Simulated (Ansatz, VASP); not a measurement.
**Two plane-wave programs on Bi**

```
Bi
1.0
    -4.04461    4.04461    1.35904
     4.04461   -4.04461    1.35904
     4.04461    4.04461   -1.35904
Bi
1
Direct
  0.00000 0.00000 0.00000
```

Change from the starting cell: strain -0.050 along x and y, -0.050 along z, atoms carried along.

Alike in both runs: task single point; functional LDA; k mesh 10 × 10 × 10; occupations gaussian, width 0.05 eV; no spin polarisation.

|  | VASP | Ansatz |
| --- | --- | --- |
| version | VASP 6.6.1 | Ansatz 0.2.0 |
| potentials or method | VASP PAW LDA potentials, release 64 (Bi_d), cutoff 520 eV | scalar-relativistic, plane waves, PAW |
| valence electrons in the cell | 15 | 15 |

```tsv
	VASP	Ansatz	Ansatz less VASP
gap on the k mesh at the Fermi level (eV)	none	none	-
pressure (GPa)	0.4	0.4	-0.01
traceless stress, the component that is largest in VASP (GPa)	1.94	1.87	-0.077
```

LDA's correlation is that of Perdew and Zunger in VASP and of Perdew and Wang (1992) in Ansatz. A gap of «none» marks a metal or a gap that the smearing closes.

Spin-orbit coupling is off throughout.
